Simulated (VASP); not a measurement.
# CdF2 (Fm-3m) in VASP: notebook, part 2 of 2

VASP 6.6.1.

## 3. Single point, PBE

Input file INCAR:

```
SYSTEM = CdF2
  PREC = Accurate
  ENCUT = 520
  EDIFF = 1E-6
  ISMEAR = 0
  SIGMA = 0.02
  LREAL = .False.
  LASPH = .True.
  NELM = 80
  ALGO = Normal
  ISIF = 2
  LWAVE = .False.
  LCHARG = .True.
  GGA = PE
  LELF = .True.
  LVHAR = .True.
  NBANDS = 20
```

Input file KPOINTS:

```
Automatic mesh
0
Gamma
  8 8 8
  0 0 0
```

Input file POSCAR:

```
CdF2
1.0
    0.0000000000      2.7407255048      2.7407255048
    2.7407255048      0.0000000000      2.7407255048
    2.7407255048      2.7407255048      0.0000000000
Cd F
1 2
Direct
    0.0000000000      0.0000000000      0.0000000000
    0.2500000000      0.2500000000      0.2500000000
    0.7500000000      0.7500000000      0.7500000000
```

Potentials or basis: VASP PAW PBE potentials, release 64 (Cd, F).

Launch:

```bash
$ cat potpaw_PBE.64/Cd/POTCAR potpaw_PBE.64/F/POTCAR > POTCAR
$ mpirun -np 1 vasp_std > vasp.out
```

OUTCAR:

```text
SYSTEM = CdF2
   PREC = Accurate
   ENCUT = 520
   EDIFF = 1E-6
   ISMEAR = 0
   LREAL = .False.
   LASPH = .True.
   NELM = 80
   ISIF = 2
   GGA = PE

 ion  position               nearest neighbor table
   1  0.000  0.000  0.000-   3 2.37   3 2.37   3 2.37   2 2.37   2 2.37   2 2.37   3 2.37   2 2.37

   2  0.250  0.250  0.250-   1 2.37   1 2.37   1 2.37   1 2.37
   3  0.750  0.750  0.750-   1 2.37   1 2.37   1 2.37   1 2.37

  LATTYP: Found a face centered cubic cell.
 ALAT       =     5.4814510096

  Lattice vectors:

 A1 = (   0.0000000000,   2.7407255048,   2.7407255048)
 A2 = (   2.7407255048,   0.0000000000,   2.7407255048)
 A3 = (   2.7407255048,   2.7407255048,   0.0000000000)

Analysis of symmetry for initial positions (statically):
=====================================================================
 Subroutine PRICEL returns:
 Original cell was already a primitive cell.

 Routine SETGRP: Setting up the symmetry group for a
 face centered cubic supercell.

 Subroutine GETGRP returns: Found 48 space group operations
 (whereof 48 operations were pure point group operations)
 out of a pool of 48 trial point group operations.

The static configuration has the point symmetry O_h .

Analysis of symmetry for dynamics (positions and initial velocities):
=====================================================================
 Subroutine PRICEL returns:
 Original cell was already a primitive cell.

 Routine SETGRP: Setting up the symmetry group for a
 face centered cubic supercell.

 Subroutine GETGRP returns: Found 48 space group operations
 (whereof 48 operations were pure point group operations)
 out of a pool of 48 trial point group operations.

The dynamic configuration has the point symmetry O_h .

 Subroutine INISYM returns: Found 48 space group operations
 (whereof 48 operations are pure point group operations),
 and found     1 'primitive' translations

----------------------------------------------------------------------------------------

                                     Primitive cell

  volume of cell :      41.1743

  direct lattice vectors                    reciprocal lattice vectors
     0.000000000  2.740725505  2.740725505    -0.182433447  0.182433447  0.182433447
     2.740725505  0.000000000  2.740725505     0.182433447 -0.182433447  0.182433447
     2.740725505  2.740725505  0.000000000     0.182433447  0.182433447 -0.182433447

  length of vectors
     3.875971180  3.875971180  3.875971180     0.315983998  0.315983998  0.315983998

  position of ions in fractional coordinates (direct lattice)
     0.000000000  0.000000000  0.000000000
     0.250000000  0.250000000  0.250000000
     0.750000000  0.750000000  0.750000000

  ion indices of the primitive-cell ions
   primitive index   ion index
                 1           1
                 2           2
                 3           3

----------------------------------------------------------------------------------------

 KPOINTS: Automatic mesh

Automatic generation of k-mesh.
 Grid dimensions read from file:
 generate k-points for:    8    8    8

 Generating k-lattice:

  Cartesian coordinates                     Fractional coordinates (reciprocal lattice)
    -0.022804181  0.022804181  0.022804181     0.125000000  0.000000000  0.000000000
     0.022804181 -0.022804181  0.022804181     0.000000000  0.125000000  0.000000000
     0.022804181  0.022804181 -0.022804181     0.000000000  0.000000000  0.125000000

  Length of vectors
     0.039498000  0.039498000  0.039498000

  Shift w.r.t. Gamma in fractional coordinates (k-lattice)
     0.000000000  0.000000000  0.000000000

 Subroutine IBZKPT returns following result:
 ===========================================

 Found     29 irreducible k-points:

 Following reciprocal coordinates:
            Coordinates               Weight
  0.000000  0.000000  0.000000      1.000000
  0.125000  0.000000  0.000000      8.000000
  0.250000  0.000000  0.000000      8.000000
  0.375000  0.000000  0.000000      8.000000
  0.500000  0.000000  0.000000      4.000000
  0.125000  0.125000  0.000000      6.000000
[... 16 lines left out ...]
  0.500000  0.250000  0.125000     48.000000
 -0.375000  0.250000  0.125000     24.000000
 [... further k-points ...]
   k-points           NKPTS =     29   k-points in BZ     NKDIM =     29   number of bands    NBANDS=     20
   number of dos      NEDOS =    301   number of ions     NIONS =      3
   total plane-waves  NPLWV =  27000
   dimension x,y,z NGX =    30 NGY =   30 NGZ =   30
   dimension x,y,z NGXF=    60 NGYF=   60 NGZF=   60
   ions per type =               1   2
   NGX,Y,Z   is equivalent  to a cutoff of  12.87, 12.87, 12.87 a.u.
   NGXF,Y,Z  is equivalent  to a cutoff of  25.73, 25.73, 25.73 a.u.
 SYSTEM =  CdF2
   PREC   = accura    normal or accurate (medium, high low for compatibility)
   ISTART =      0    job   : 0-new  1-cont  2-samecut
   ICHARG =      2    charge: 1-file 2-atom 10-const
   ISPIN  =      1    spin polarized calculation?
   LNONCOLLINEAR =      F non collinear calculations
   LSORBIT =      F    spin-orbit coupling
   LASPH  =      T    aspherical Exc in radial PAW
   ENCUT  =  520.0 eV  38.22 Ry    6.18 a.u.   7.21  7.21  7.21*2*pi/ulx,y,z
   NELM   =     80;   NELMIN=  2; NELMDL= -5     # of ELM steps
   EDIFF  = 0.1E-05   stopping-criterion for ELM
   LREAL  =      F    real-space projection
   EDIFFG = 0.1E-04   stopping-criterion for IOM
   NSW    =      0    number of steps for IOM
   IBRION =     -1    ionic relax: 0-MD 1-quasi-New 2-CG
   NFREE  =      0    steps in history (QN), initial steepest desc. (CG)
   ISIF   =      2    stress and relaxation
   ISYM   =      2    0-nonsym 1-usesym 2-fastsym
   POTIM  = 0.5000    time-step for ionic-motion
   TEBEG  =    0.0;   TEEND  =   0.0 temperature during run
   PSTRESS=    0.0 pullay stress
   NELECT =      26.0000    total number of electrons
   NUPDOWN=      -1.0000    fix difference up-down
   EMIN   =  10.00;   EMAX   =-10.00  energy-range for DOS
   EFERMI =   0.00;   METHOD = LEGACY
   ISMEAR =     0;   SIGMA  =   0.02  broadening in eV -4-tet -1-fermi 0-gaus
   EFERMI_NEDOS =   21; number of points for ismear=-14 and -15
   IALGO  =     38    algorithm
   IMIX   =      4    mixing-type and parameters
     AMIX     =   0.40;   BMIX     =  1.00
     AMIX_MAG =   1.60;   BMIX_MAG =  1.00
  volume/ion in A,a.u.               =      13.72        92.62
  Fermi-wavevector in a.u.,A,eV,Ry     =   1.404506  2.654132 26.839375  1.972638
  Thomas-Fermi vector in A             =   2.527061
   LORBIT       =      0    0 simple, 1 ext, 2 COOP (PROOUT), +10 PAW based schemes
   GGA     = PE    functional components
   LHFCALC =     F    Hartree Fock is set to
   AEXX    =    0.0000 exact exchange contribution
   IVDW    =     0    specifies the selected vdW correction
   LEPSILON=     F    determine dielectric tensor
   LRPA    =     F    only Hartree local field effects (RPA)
 non-spin polarized calculation
 Gauss-broadening in eV      SIGMA  =   0.02
  energy-cutoff  :      520.00
  volume of cell :       41.17
 maximum number of plane-waves:      1124
 NGX is ok and might be reduce to    30
   NGX = 15   NGY = 15   NGZ = 15

 number of electron      25.9999995 magnetization

 Free energy of the ion-electron system (eV)
  ---------------------------------------------------
  ext. energy  EPLUGINS =         0.00000000
  ---------------------------------------------------
  free energy    TOTEN  =       -10.90523165 eV

  energy without entropy =      -10.90523165  energy(sigma->0) =      -10.90523165

 E-fermi :  -1.4786     XC(G=0): -10.1344

 val. band max:       -1.6847045331   @ k =  -0.2500   0.5000   0.2500
 cond. band min:       1.2013840807   @ k =   0.0000   0.0000   0.0000
 fundamental gap:      2.8860886138
 Fermi energy:        -1.4786274115

 k-point     1 :       0.0000    0.0000    0.0000
  band No.  band energies     occupation
      1     -22.2163      2.00000
      2     -21.2487      2.00000
      3      -7.1650      2.00000
      4      -7.1650      2.00000
      5      -7.1650      2.00000
      6      -6.1702      2.00000
[... 12 lines left out ...]
     19      17.8387      0.00000
     20      17.8387      0.00000
[... 507 lines left out ...]
 k-point    24 :      -0.3750    0.2500    0.1250
  band No.  band energies     occupation
      1     -21.7180      2.00000
      2     -21.6875      2.00000
      3      -6.7596      2.00000
      4      -6.6845      2.00000
      5      -6.1961      2.00000
      6      -6.1866      2.00000
[... 12 lines left out ...]
     19      16.6556      0.00000
     20      20.1523      0.00000

 [... further k-points ...]
[... 5 lines left out ...]
  --------------------------------------------------------------------------------------
  -------------------------------------------------------------------------------------
  Total        0.1388203      0.1388203      0.1388203     -0.0000000      0.0000000      0.0000000
  in kB        5.4017796      5.4017796      5.4017796     -0.0000000      0.0000000      0.0000000
  external PRESSURE =       5.4017796 kB  Pullay stress =       0.0000000 kB

 VOLUME and BASIS-vectors are now :
 -----------------------------------------------------------------------------
  energy-cutoff  :      520.00
  volume of cell :       41.17
      direct lattice vectors                 reciprocal lattice vectors
     0.000000000  2.740725505  2.740725505    -0.182433447  0.182433447  0.182433447
     2.740725505  0.000000000  2.740725505     0.182433447 -0.182433447  0.182433447
     2.740725505  2.740725505  0.000000000     0.182433447  0.182433447 -0.182433447

 POSITION                                       TOTAL-FORCE (eV/Angst)
 -----------------------------------------------------------------------------------
      0.00000      0.00000      0.00000        -0.000000      0.000000      0.000000
      1.37036      1.37036      1.37036         0.000000      0.000000      0.000000
      4.11109      4.11109      4.11109        -0.000000     -0.000000     -0.000000
 -----------------------------------------------------------------------------------
    total drift:                                0.000000     -0.000000      0.000000

  FREE ENERGIE OF THE ION-ELECTRON SYSTEM (eV)
  ---------------------------------------------------
  free  energy   TOTEN  =       -10.9052316542 eV

  energy  without entropy=      -10.9052316542  energy(sigma->0) =      -10.90523165
```

OSZICAR:

```text
N       E                     dE             d eps       ncg     rms          rms(c)
DAV:   1     0.200456951714E+03    0.20046E+03   -0.15475E+04  1192   0.131E+03
DAV:   2    -0.345656373910E+01   -0.20391E+03   -0.19501E+03  1272   0.342E+02
DAV:   3    -0.126446160562E+02   -0.91881E+01   -0.91657E+01  1328   0.788E+01
DAV:   4    -0.126879915201E+02   -0.43375E-01   -0.43374E-01  1248   0.551E+00
DAV:   5    -0.126881521285E+02   -0.16061E-03   -0.16061E-03  1312   0.299E-01    0.964E+00
DAV:   6    -0.108783456505E+02    0.18098E+01   -0.41811E+00  1480   0.390E+01    0.689E+00
DAV:   7    -0.109243479813E+02   -0.46002E-01   -0.93709E-01  1192   0.865E+00    0.391E+00
DAV:   8    -0.109144209376E+02    0.99270E-02   -0.15733E-01  1184   0.356E+00    0.748E-01
DAV:   9    -0.109045487854E+02    0.98722E-02   -0.37550E-02  1380   0.221E+00    0.959E-02
DAV:  10    -0.109051003054E+02   -0.55152E-03   -0.30281E-03  1216   0.636E-01    0.128E-01
DAV:  11    -0.109052082741E+02   -0.10797E-03   -0.20808E-04  1228   0.147E-01    0.461E-02
DAV:  12    -0.109052301652E+02   -0.21891E-04   -0.68632E-05  1176   0.693E-02    0.186E-02
DAV:  13    -0.109052320587E+02   -0.18935E-05   -0.96228E-06  1260   0.253E-02    0.489E-03
DAV:  14    -0.109052316542E+02    0.40445E-06   -0.11385E-06   964   0.131E-02
   1 F= -.10905232E+02 E0= -.10905232E+02  d E =-.102927E-49
```

stdout:

```text
POSCAR found type information on POSCAR CdF
 POSCAR found :  2 types and       3 ions
 scaLAPACK will be used
 LDA part: xc-table for (Slater+PW92), standard interpolation
 POSCAR, INCAR and KPOINTS ok, starting setup
 FFT: planning ... GRIDC
 FFT: planning ... GRID_SOFT
 FFT: planning ... GRID
 WAVECAR not read
 entering main loop
```

Run time: 55 s. Hardware: 1 thread of AMD EPYC 7R13, shared host; peak memory 0.15 GiB.

Results:

| Item | Value |
| --- | --- |
| Free energy | -10.9052 eV |
| Pressure | 0.5 GPa |
| Band gap on the k mesh | 2.89 eV, indirect (least direct gap 3.44 eV) |

A k mesh can miss the band edges.

## 4. Relaxation of cell and atoms, PBE

This run uses another cell than the first one, of 13.03 Å³/atom, 0.951 times its volume.

Input file INCAR:

```
SYSTEM = CdF2
ALGO = Normal
EDIFF = 1E-6
EDIFFG = -0.04
ENCUT = 600
GGA = PE
IBRION = 2
ISIF = 3
ISMEAR = 0
LASPH = .True.
LCHARG = .False.
LREAL = .False.
LWAVE = .False.
NELM = 80
NSW = 90
PREC = Accurate
SIGMA = 0.1
```

Input file KPOINTS:

```
k-points
0
Gamma
  6 6 6
  0 0 0
```

Input file POSCAR:

```
CdF2
1.0
    0.0000000000      2.6940000000      2.6940000000
    2.6940000000      0.0000000000      2.6940000000
    2.6940000000      2.6940000000      0.0000000000
Cd F
1 2
Direct
    0.0000000000      0.0000000000      0.0000000000
    0.2500000000      0.2500000000      0.2500000000
    0.7500000000      0.7500000000      0.7500000000
```

Launch:

```bash
$ cat potpaw_PBE.64/Cd/POTCAR potpaw_PBE.64/F/POTCAR > POTCAR
$ mpirun -np 1 vasp_std > vasp.out
```

It took 72 s on 1 thread of AMD EPYC 7R13, shared host; peak memory 0.15 GiB.

Results (log left out):

```
Free energy                            : -10.9030 eV
Relaxed volume                         : 13.79 Å³/atom
Relaxed cell                           : a = 3.882 Å, b = 3.882 Å, c = 3.882 Å, α = 60.00°, β = 60.00°, γ = 60.00°
Space group after relaxing (to 0.05 Å) : Fm-3m (No. 225)
Energy gained by relaxing              : 13.4 meV/atom
Ionic steps                            : 3
Pressure after relaxing                : 0.0 GPa
Band gap on the k mesh                 : 2.89 eV, indirect (least direct gap 3.43 eV)
```

The path:
```tsv
step	energy change (eV)	largest force (eV/Å)	pressure (GPa)	volume (Å³)
1	0.0000	0.0000	6.03	39.10
2	-0.0378	0.0000	-1.27	41.95
3	-0.0401	0.0000	0.02	41.36
```

Final structure:
```yaml
crystal:
  lattice:
    - [0.00000, 2.74473, 2.74473]
    - [2.74473, 0.00000, 2.74473]
    - [2.74473, 2.74473, 0.00000]
  atoms:
    - { symbol: Cd, position: [0.00000, 0.00000, 0.00000] }
    - { symbol: F, position: [0.25000, 0.25000, 0.25000] }
    - { symbol: F, position: [0.75000, 0.75000, 0.75000] }
```

Levels at points of the mesh, in eV from the valence-band top:
| k point | band 11 | band 12 | band 13 | band 14 | band 15 | band 16 |
| --- | --- | --- | --- | --- | --- | --- |
| (0.00, 0.00, 0.00) | -0.54 | -0.54 | -0.54 | 2.89 | 12.45 | 12.45 |
| (0.50, 0.00, 0.00) | -1.62 | -0.41 | -0.41 | 6.77 | 8.99 | 14.03 |
| (0.50, 0.50, 0.00) | -0.38 | -0.06 | -0.06 | 7.56 | 9.37 | 11.82 |

A k mesh can miss the band edges. PBE usually gives volumes a little too large and moduli too small.

## 5. Relaxation of cell and atoms, PBE

Input file INCAR:

```
SYSTEM = CdF2
PREC = Accurate
ENCUT = 600
EDIFF = 1E-6
ISMEAR = 0
SIGMA = 0.02
LREAL = .False.
LASPH = .True.
NELM = 80
ALGO = Normal
ISIF = 3
LWAVE = .False.
LCHARG = .False.
GGA = PE
IBRION = 2
NSW = 100
EDIFFG = -0.01
```

Input file KPOINTS:

```
Automatic mesh
0
Gamma
  8 8 8
  0 0 0
```

Input file POSCAR:

```
CdF2
1.0
    0.0000000000      2.7399284287      2.7399284287
    2.7399284287      0.0000000000      2.7399284287
    2.7399284287      2.7399284287      0.0000000000
Cd F
1 2
Direct
    0.0000000000      0.0000000000      0.0000000000
    0.2500000000      0.2500000000      0.2500000000
    0.7500000000      0.7500000000      0.7500000000
```

Launch:

```bash
$ cat potpaw_PBE.64/Cd/POTCAR potpaw_PBE.64/F/POTCAR > POTCAR
$ mpirun -np 1 vasp_std > vasp.out
```

It took 84 s on 1 thread of AMD EPYC 7R13, shared host; peak memory 0.16 GiB.

Results (log left out):

```yaml
Free_energy: -10.9085 eV
Relaxed_volume: 13.79 Å³/atom
Relaxed_cell: a = 3.882 Å, b = 3.882 Å, c = 3.882 Å, α = 60.00°, β = 60.00°, γ = 60.00°
Space_group_after_relaxing_to_0.05_Å: Fm-3m (No. 225)
Energy_gained_by_relaxing: 0.1 meV/atom
Ionic_steps: 2
Pressure_after_relaxing: -0.1 GPa
Band_gap_on_the_k_mesh: 2.87 eV, indirect (least direct gap 3.43 eV)
```

Step by step:
```tsv
step	energy change (eV)	largest force (eV/Å)	pressure (GPa)	volume (Å³)
1	0.0000	0.0000	0.46	41.14
2	-0.0002	0.0000	-0.11	41.37
```

Final structure:
```cif
data_structure
_symmetry_space_group_name_H-M 'P 1'
_symmetry_Int_Tables_number 1
_cell_length_a 3.8822
_cell_length_b 3.8822
_cell_length_c 3.8822
_cell_angle_alpha 60.000
_cell_angle_beta 60.000
_cell_angle_gamma 60.000
_cell_volume 41.37
loop_
_atom_site_label
_atom_site_type_symbol
_atom_site_fract_x
_atom_site_fract_y
_atom_site_fract_z
_atom_site_occupancy
Cd1 Cd 0.00000 0.00000 0.00000 1
F1 F 0.25000 0.25000 0.25000 1
F2 F 0.75000 0.75000 0.75000 1
```

Levels at points of the mesh, in eV from the valence-band top:
| k point | band 11 | band 12 | band 13 | band 14 | band 15 | band 16 |
| --- | --- | --- | --- | --- | --- | --- |
| (0.00, 0.00, 0.00) | -0.56 | -0.56 | -0.56 | 2.87 | 12.43 | 12.43 |
| (0.50, 0.00, 0.00) | -1.64 | -0.43 | -0.43 | 6.75 | 8.97 | 14.01 |
| (0.50, 0.50, 0.00) | -0.40 | -0.08 | -0.08 | 7.54 | 9.35 | 11.80 |

A k mesh can miss the band edges. PBE usually gives volumes a little too large and moduli too small.

## 6. Overview

```tsv
task	cell	k mesh	cutoff (eV)	smearing	gap on the mesh (eV)	pressure (GPa)	relaxed volume (Å³/atom)
single point	a = 3.875 Å, angles 60.0°, 3 atoms	6 × 6 × 6	520	gaussian 0.1 eV	2.91	0.6	-
single point	a = 3.876 Å, angles 60.0°, 3 atoms	8 × 8 × 8	520	gaussian 0.02 eV	2.89	0.5	-
relaxation of cell and atoms	relaxed from a = 3.810 Å, angles 60.0°, 3 atoms	6 × 6 × 6	600	gaussian 0.1 eV	2.89	0.0	13.79
relaxation of cell and atoms	relaxed from a = 3.875 Å, angles 60.0°, 3 atoms	8 × 8 × 8	600	gaussian 0.02 eV	2.87	-0.1	13.79
```

Alike in all rows: level PBE; potentials or basis VASP PAW PBE potentials, release 64 (Cd, F); no spin polarisation.

Total energies depend on the potentials used, so only differences within one code and one set of settings carry meaning.
